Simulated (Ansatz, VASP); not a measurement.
**Two plane-wave programs on Cu**

```
Cu
1.0
     2.51980    0.00000    0.00000
    -1.25990    2.07310    0.00000
     0.00000    0.00000    8.23525
Cu
4
Direct
  0.00000 0.00000 0.00000
  0.33333 0.66667 0.25000
  0.00000 0.00000 0.50000
  0.66667 0.33333 0.75000
```

Change from the starting cell: strain -0.0500 x Voigt [0, 1, 0, 0, 0, 0], atoms carried along.

Alike in both runs: task single point; functional PBEsol; k mesh 24 × 24 × 6; occupations gaussian, width 0.15 eV; no spin polarisation.

```csv
,VASP,Ansatz
version,VASP 6.6.1,Ansatz 0.2.0
potentials or method,"VASP PAW PBE potentials, release 64 (Cu), cutoff 520 eV","scalar-relativistic, plane waves, PAW"
valence electrons in the cell,44,76
```

Ansatz gave:

```
gap on the k mesh at the Fermi level (eV)                     : none
pressure (GPa)                                                : 10.2
traceless stress, the component that is largest in VASP (GPa) : 6.36
rms of the force components (eV/Å)                            : 0.044
```

Which values does VASP return?

gap on the k mesh at the Fermi level (eV): none; pressure (GPa): 10.9; traceless stress, the component that is largest in VASP (GPa): 6.39; rms of the force components (eV/Å): 0.044.

VASP's potentials were made for PBE, not for PBEsol. Atom by atom the forces differ by 0.000 eV/Å (rms over components). A gap of «none» marks a metal or a gap that the smearing closes. VASP's potentials hold 44 valence electrons a cell and Ansatz's 76, so a difference there can come from the potentials and not from the codes.
